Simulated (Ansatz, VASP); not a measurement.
## Hf in VASP and in Ansatz

```xyz
1
Lattice="0.0000 2.1312 2.3088 2.1312 0.0000 2.3088 2.1312 2.1312 0.0000" Properties=species:S:1:pos:R:3 pbc="T T T"
Hf    0.0000    0.0000    0.0000
```

Change from the starting cell: strain -0.040 along x and y, +0.040 along z, atoms carried along.

Alike in both runs: task single point; functional r2SCAN; k mesh 18 × 18 × 18; occupations gaussian, width 0.15 eV; no spin polarisation.

|  | VASP | Ansatz |
| --- | --- | --- |
| version | VASP 6.6.1 | Ansatz 0.2.0 |
| potentials or method | VASP PAW PBE potentials, release 64 (Hf_pv), cutoff 520 eV | scalar-relativistic, plane waves, PAW |
| valence electrons in the cell | 10 | 26 |

|  | VASP | Ansatz | Ansatz less VASP |
| --- | --- | --- | --- |
| gap on the k mesh at the Fermi level (eV) | none | none | - |
| pressure (GPa) | 7.2 | 7.6 | +0.47 |
| traceless stress, the component that is largest in VASP (GPa) | -3.03 | -3.00 | +0.026 |

VASP's potentials were made for PBE, not for r2SCAN. A gap of «none» marks a metal or a gap that the smearing closes. The functional is the same, so the differences come from potentials, cutoffs and numerics. VASP's potentials hold 10 valence electrons a cell and Ansatz's 26, so a difference there can come from the potentials and not from the codes.

Neither program's run includes spin-orbit coupling.
